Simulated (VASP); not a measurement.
# Ti (P6/mmm) in VASP: a series of runs, part 2 of 2

VASP 6.6.1. The steps go on from the part before.

## (3) Single point, PBEsol

This run uses another cell than the first one, of 15.84 Å³/atom.

File INCAR:

```
SYSTEM = Ti
  PREC = Accurate
  ENCUT = 520
  EDIFF = 1E-6
  ISMEAR = 0
  SIGMA = 0.1
  LREAL = .FALSE.
  LASPH = .TRUE.
  NELM = 100
  ALGO = Fast
  ISIF = 2
  LWAVE = .FALSE.
  LCHARG = .FALSE.
  GGA = PS
  NBANDS = 25
```

File KPOINTS:

```
regular mesh
0
G
  12 12 14
  0 0 0
```

File POSCAR:

```
Ti
1.0
    4.4539982230      0.0000000000      0.0000000000
   -2.2269991115      3.8572756095      0.0000000000
    0.0000000000      0.0000000000      2.7663289639
Ti
3
Direct
    0.0000000000      0.0000000000      0.0000000000
    0.3333333333      0.6666666667      0.5000000000
    0.6666666667      0.3333333333      0.5000000000
```

Potentials or basis: VASP PAW PBE potentials, release 64 (Ti_sv).

Launch:

```bash
> cat potpaw_PBE.64/Ti_sv/POTCAR > POTCAR
> mpirun -np 1 vasp_std > vasp.out
```

OUTCAR:

```text
SYSTEM = Ti
   PREC = Accurate
   ENCUT = 520
   EDIFF = 1E-6
   ISMEAR = 0
   LREAL = .FALSE.
   LASPH = .TRUE.
   NELM = 100
   ISIF = 2
   GGA = PS

 ion  position               nearest neighbor table
   1  0.000  0.000  0.000-   2 2.92   3 2.92   2 2.92   3 2.92   2 2.92   2 2.92   3 2.92   3 2.92
                             3 2.92   3 2.92   2 2.92   2 2.92
   2  0.333  0.667  0.500-   3 2.57   3 2.57   3 2.57   1 2.92   1 2.92   1 2.92   1 2.92   1 2.92
                             1 2.92
   3  0.667  0.333  0.500-   2 2.57   2 2.57   2 2.57   1 2.92   1 2.92   1 2.92   1 2.92   1 2.92
                             1 2.92

  LATTYP: Found a hexagonal cell.
 ALAT       =     4.4539982230
 C/A-ratio  =     0.6210889240

  Lattice vectors:

 A1 = (   4.4539982230,   0.0000000000,   0.0000000000)
 A2 = (  -2.2269991115,   3.8572756095,   0.0000000000)
 A3 = (   0.0000000000,   0.0000000000,   2.7663289639)

Analysis of symmetry for initial positions (statically):
=====================================================================
 Subroutine PRICEL returns:
 Original cell was already a primitive cell.

 Routine SETGRP: Setting up the symmetry group for a
 hexagonal supercell.

 Subroutine GETGRP returns: Found 24 space group operations
 (whereof 24 operations were pure point group operations)
 out of a pool of 24 trial point group operations.

The static configuration has the point symmetry D_6h.

Analysis of symmetry for dynamics (positions and initial velocities):
=====================================================================
 Subroutine PRICEL returns:
 Original cell was already a primitive cell.

 Routine SETGRP: Setting up the symmetry group for a
 hexagonal supercell.

 Subroutine GETGRP returns: Found 24 space group operations
 (whereof 24 operations were pure point group operations)
 out of a pool of 24 trial point group operations.

The dynamic configuration has the point symmetry D_6h.

 Subroutine INISYM returns: Found 24 space group operations
 (whereof 24 operations are pure point group operations),
 and found     1 'primitive' translations

----------------------------------------------------------------------------------------

                                     Primitive cell

  volume of cell :      47.5264

  direct lattice vectors                    reciprocal lattice vectors
     4.453998223  0.000000000  0.000000000     0.224517377  0.129625168  0.000000000
    -2.226999112  3.857275609  0.000000000     0.000000000  0.259250337  0.000000000
     0.000000000  0.000000000  2.766328964     0.000000000  0.000000000  0.361489907

  length of vectors
     4.453998223  4.453998223  2.766328964     0.259250337  0.259250337  0.361489907

  position of ions in fractional coordinates (direct lattice)
     0.000000000  0.000000000  0.000000000
     0.333333333  0.666666667  0.500000000
     0.666666667  0.333333333  0.500000000

  ion indices of the primitive-cell ions
   primitive index   ion index
                 1           1
                 2           2
                 3           3

----------------------------------------------------------------------------------------

 KPOINTS: regular mesh

Automatic generation of k-mesh.
 Grid dimensions read from file:
 generate k-points for:   12   12   14

 Generating k-lattice:

  Cartesian coordinates                     Fractional coordinates (reciprocal lattice)
     0.018709781  0.010802097  0.000000000     0.083333333 -0.000000000  0.000000000
     0.000000000  0.021604195  0.000000000     0.000000000  0.083333333  0.000000000
     0.000000000  0.000000000  0.025820708     0.000000000  0.000000000  0.071428571

  Length of vectors
     0.021604195  0.021604195  0.025820708

  Shift w.r.t. Gamma in fractional coordinates (k-lattice)
     0.000000000  0.000000000  0.000000000

 Subroutine IBZKPT returns following result:
 ===========================================

 Found    152 irreducible k-points:

 Following reciprocal coordinates:
            Coordinates               Weight
  0.000000  0.000000  0.000000      1.000000
  0.083333  0.000000  0.000000      6.000000
  0.166667 -0.000000  0.000000      6.000000
  0.250000  0.000000  0.000000      6.000000
  0.333333 -0.000000  0.000000      6.000000
  0.416667  0.000000  0.000000      6.000000
[... 16 lines left out ...]
  0.250000  0.000000  0.071429     12.000000
  0.333333 -0.000000  0.071429     12.000000
 [... further k-points ...]
   k-points           NKPTS =    152   k-points in BZ     NKDIM =    152   number of bands    NBANDS=     25
   number of dos      NEDOS =    301   number of ions     NIONS =      3
   total plane-waves  NPLWV =  31104
   dimension x,y,z NGX =    36 NGY =   36 NGZ =   24
   dimension x,y,z NGXF=    72 NGYF=   72 NGZF=   48
   ions per type =               3
   NGX,Y,Z   is equivalent  to a cutoff of  13.44, 13.44, 14.42 a.u.
   NGXF,Y,Z  is equivalent  to a cutoff of  26.87, 26.87, 28.85 a.u.
 SYSTEM =  Ti
   PREC   = accura    normal or accurate (medium, high low for compatibility)
   ISTART =      0    job   : 0-new  1-cont  2-samecut
   ICHARG =      2    charge: 1-file 2-atom 10-const
   ISPIN  =      1    spin polarized calculation?
   LNONCOLLINEAR =      F non collinear calculations
   LSORBIT =      F    spin-orbit coupling
   LASPH  =      T    aspherical Exc in radial PAW
   ENCUT  =  520.0 eV  38.22 Ry    6.18 a.u.   8.28  8.28  5.14*2*pi/ulx,y,z
   NELM   =    100;   NELMIN=  2; NELMDL= -5     # of ELM steps
   EDIFF  = 0.1E-05   stopping-criterion for ELM
   LREAL  =      F    real-space projection
   EDIFFG = 0.1E-04   stopping-criterion for IOM
   NSW    =      0    number of steps for IOM
   IBRION =     -1    ionic relax: 0-MD 1-quasi-New 2-CG
   NFREE  =      0    steps in history (QN), initial steepest desc. (CG)
   ISIF   =      2    stress and relaxation
   ISYM   =      2    0-nonsym 1-usesym 2-fastsym
   POTIM  = 0.5000    time-step for ionic-motion
   TEBEG  =    0.0;   TEEND  =   0.0 temperature during run
   PSTRESS=    0.0 pullay stress
   NELECT =      36.0000    total number of electrons
   NUPDOWN=      -1.0000    fix difference up-down
   EMIN   =  10.00;   EMAX   =-10.00  energy-range for DOS
   EFERMI =   0.00;   METHOD = LEGACY
   ISMEAR =     0;   SIGMA  =   0.10  broadening in eV -4-tet -1-fermi 0-gaus
   EFERMI_NEDOS =   21; number of points for ismear=-14 and -15
   IALGO  =     68    algorithm
   IMIX   =      4    mixing-type and parameters
     AMIX     =   0.40;   BMIX     =  1.00
     AMIX_MAG =   1.60;   BMIX_MAG =  1.00
  volume/ion in A,a.u.               =      15.84       106.91
  Fermi-wavevector in a.u.,A,eV,Ry     =   1.492328  2.820090 30.300739  2.227041
  Thomas-Fermi vector in A             =   2.604870
   LORBIT       =      0    0 simple, 1 ext, 2 COOP (PROOUT), +10 PAW based schemes
   GGA     = PS    functional components
   LHFCALC =     F    Hartree Fock is set to
   AEXX    =    0.0000 exact exchange contribution
   IVDW    =     0    specifies the selected vdW correction
   LEPSILON=     F    determine dielectric tensor
   LRPA    =     F    only Hartree local field effects (RPA)
 non-spin polarized calculation
 RMM-DIIS sequential band-by-band and
 Gauss-broadening in eV      SIGMA  =   0.10
  energy-cutoff  :      520.00
  volume of cell :       47.53
 maximum number of plane-waves:      1313
 NGX is ok and might be reduce to    36
   NGX = 17   NGY = 17   NGZ = 11

 number of electron      36.0000007 magnetization

 Free energy of the ion-electron system (eV)
  ---------------------------------------------------
  ext. energy  EPLUGINS =         0.00000000
  ---------------------------------------------------
  free energy    TOTEN  =       -25.03909843 eV

  energy without entropy =      -25.02543280  energy(sigma->0) =      -25.03226562

 E-fermi :   9.0969     XC(G=0): -12.0824

 val. band max:        9.0964928466   @ k =   0.4167   0.0833   0.1429
 cond. band min:       9.0972912088   @ k =   0.0000   0.0000   0.0000
 fundamental gap:      0.0007983622
 Fermi energy:         9.0969390056

 k-point     1 :       0.0000    0.0000    0.0000
  band No.  band energies     occupation
      1     -47.4192      2.00000
      2     -47.1549      2.00000
      3     -46.9415      2.00000
      4     -23.8631      2.00000
      5     -23.8631      2.00000
      6     -23.8051      2.00000
[... 17 lines left out ...]
     24      11.1255      0.00000
     25      11.1273      0.00000
[... 621 lines left out ...]
      3     -46.9899      2.00000
      4     -24.0681      2.00000
      5     -23.9076      2.00000
      6     -23.5792      2.00000
[... 17 lines left out ...]
     24      11.3569      0.00000
     25      11.9688      0.00000

 [... further k-points ...]
[... 5 lines left out ...]
  --------------------------------------------------------------------------------------
  -------------------------------------------------------------------------------------
  Total        1.3643445      1.3643445      1.3666562      0.0000000     -0.0000000      0.0000000
  in kB       45.9938845     45.9938845     46.0718144      0.0000000     -0.0000000      0.0000000
  external PRESSURE =      46.0198611 kB  Pullay stress =       0.0000000 kB

 VOLUME and BASIS-vectors are now :
 -----------------------------------------------------------------------------
  energy-cutoff  :      520.00
  volume of cell :       47.53
      direct lattice vectors                 reciprocal lattice vectors
     4.453998223  0.000000000  0.000000000     0.224517377  0.129625168  0.000000000
    -2.226999112  3.857275609  0.000000000     0.000000000  0.259250337  0.000000000
     0.000000000  0.000000000  2.766328964     0.000000000  0.000000000  0.361489907

 POSITION                                       TOTAL-FORCE (eV/Angst)
 -----------------------------------------------------------------------------------
      0.00000      0.00000      0.00000         0.000000      0.000000      0.000000
     -0.00000      2.57152      1.38316        -0.000000     -0.000000     -0.000000
      2.22700      1.28576      1.38316         0.000000      0.000000      0.000000
 -----------------------------------------------------------------------------------
    total drift:                                0.000000      0.000000     -0.000000

  FREE ENERGIE OF THE ION-ELECTRON SYSTEM (eV)
  ---------------------------------------------------
  free  energy   TOTEN  =       -25.0390984349 eV

  energy  without entropy=      -25.0254328049  energy(sigma->0) =      -25.03226562
```

Run time: 9.2 min. Hardware: 1 thread of Intel Xeon 8259CL, shared host; peak memory 0.28 GiB.

Results:

```
Free energy            : -25.0391 eV
Pressure               : 4.6 GPa
Band gap on the k mesh : zero (bands 18 and 19 overlap by 0.38 eV)
```

Caveat: the cell stands under pressure; the PAW data sets were made with another functional, which shifts forces and pressure a little.

## (4) Single point, PBEsol

This run uses another cell than the first one, of 14.43 Å³/atom.

File INCAR:

```
SYSTEM = Ti
PREC = Accurate ; ENCUT = 520
EDIFF = 1E-6 ; ISMEAR = 0
SIGMA = 0.1 ; LREAL = .FALSE.
LASPH = .TRUE. ; NELM = 60
ALGO = Fast ; ISIF = 2
LWAVE = .FALSE. ; LCHARG = .FALSE.
GGA = PS ; NBANDS = 25
```

File KPOINTS:

```
Automatic mesh
0
G
  12 12 16
  0 0 0
```

File POSCAR:

```
Ti
1.0
    4.3109074977      0.0000000000      0.0000000000
   -2.1554537488      3.7333554063      0.0000000000
    0.0000000000      0.0000000000      2.6889305687
Ti
3
Direct
    0.0000000000      0.0000000000      0.0000000000
    0.3333333333      0.6666666667      0.5000000000
    0.6666666667      0.3333333333      0.5000000000
```

Launch:

```bash
> cat potpaw_PBE.64/Ti_sv/POTCAR > POTCAR
> mpirun -np 1 vasp_std > vasp.out
```

Wall time 6 min (1 thread of Intel Xeon 8259CL, shared host); peak memory 0.26 GiB.

It converged, with:

| Quantity | Value |
| --- | --- |
| Free energy | -24.7309 eV |
| Pressure | 19.3 GPa |
| Band gap on the k mesh | zero (bands 18 and 19 overlap by 0.53 eV) |

Levels at points of the mesh, in eV from the Fermi level:
```
           k point  band 14  band 15  band 16  band 17  band 18  band 19  band 20  band 21  band 22  band 23
(0.00, 0.00, 0.00)    -2.50    -0.72    -0.72    -0.62    -0.62     0.03     0.81     1.50     1.50     2.08
(0.50, 0.00, 0.00)    -3.56    -3.10    -0.62    -0.59    -0.48    -0.02     0.67     1.06     1.82     2.22
(0.00, 0.00, 0.50)    -2.73    -2.19    -2.06    -2.06    -1.68     1.22     1.22     1.53     1.53     3.62
(0.50, 0.00, 0.50)    -2.41    -2.17    -1.55    -0.83    -0.70     0.29     0.92     1.32     1.48     2.70
```

Caveat: the cell stands under pressure; the PAW data sets were made with another functional, which shifts forces and pressure a little.

## (5) The runs side by side

```tsv
cell	k mesh	gap on the mesh (eV)	pressure (GPa)
a = 4.401, b = 4.401, c = 2.738 Å, angles 90.0, 90.0, 120.0°, 3 atoms	12 × 12 × 14	none	9.4
a = 4.454, b = 4.454, c = 2.766 Å, angles 90.0, 90.0, 120.0°, 3 atoms	12 × 12 × 14	none	4.6
a = 4.311, b = 4.311, c = 2.689 Å, angles 90.0, 90.0, 120.0°, 3 atoms	12 × 12 × 16	none	19.3
```

Alike in all rows: task single point; level PBEsol; potentials or basis VASP PAW PBE potentials, release 64 (Ti_sv); no spin polarisation; cutoff (eV) 520; smearing gaussian 0.1 eV.

Caveats: the cell stands under pressure; the PAW data sets were made with another functional, which shifts forces and pressure a little.

Absolute energies hang on the potentials; compare differences alone.
